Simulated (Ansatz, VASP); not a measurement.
**Two plane-wave programs on ZrS**

The input INCAR:

```
SYSTEM = ZrS
  PREC = Accurate
  ENCUT = 520
  EDIFF = 1E-7
  ISMEAR = 0
  SIGMA = 0.15
  LREAL = .False.
  LASPH = .True.
  NELM = 80
  ALGO = Normal
  ISIF = 2
  LWAVE = .False.
  LCHARG = .False.
  GGA = PS
  NBANDS = 16
```

KPOINTS

```
Automatic mesh
0
Gamma
  16 16 16
  0 0 0
```

POSCAR

```
ZrS
1.0
    0.0000000000      2.6250000000      2.5200000000
    2.6250000000      0.0000000000      2.5200000000
    2.6250000000      2.6250000000      0.0000000000
Zr S
1 1
Direct
    0.0000000000      0.0000000000      0.0000000000
    0.5000000000      0.5000000000      0.5000000000
```

Input for Ansatz:

```yaml
crystal:
  lattice:
    - [0.0, 2.625, 2.52]
    - [2.625, 0.0, 2.52]
    - [2.625, 2.625, 0.0]
  atoms:
    - { symbol: Zr, position: [0.0, 0.0, 0.0] }
    - { symbol: S, position: [0.5, 0.5, 0.5] }
basis:
  ecutwfc: 420
kpoints:
  mp_grid: { grid: [16, 16, 16] }
hamiltonian:
  xc: pbesol
scf:
  occupations: { method: gaussian, width: 0.15 }
output:
  forces: true
  stress: true
  eigenvalues: true
```

Change from the starting cell: strain +0.000 along x and y, -0.040 along z, atoms carried along.

Alike in both runs: task single point; functional PBEsol; k mesh 16 × 16 × 16; occupations gaussian, width 0.15 eV; no spin polarisation.

```csv
,VASP,Ansatz
version,VASP 6.6.1,Ansatz 0.2.0
potentials or method,"VASP PAW PBE potentials, release 64 (Zr_sv, S), cutoff 520 eV","scalar-relativistic, plane waves, PAW"
valence electrons in the cell,18,18
```

VASP gave:

* gap on the k mesh at the Fermi level (eV): none
* pressure (GPa): -0.2
* traceless stress, the component that is largest in VASP (GPa): 8.98

What did Ansatz give for the same quantities?

gap on the k mesh at the Fermi level (eV): none; pressure (GPa): -0.4; traceless stress, the component that is largest in VASP (GPa): 8.91.

VASP's potentials were made for PBE, not for PBEsol. A gap of «none» marks a metal or a gap that the smearing closes. With one functional, cell and mesh, what is left measures potentials, basis and numerics.
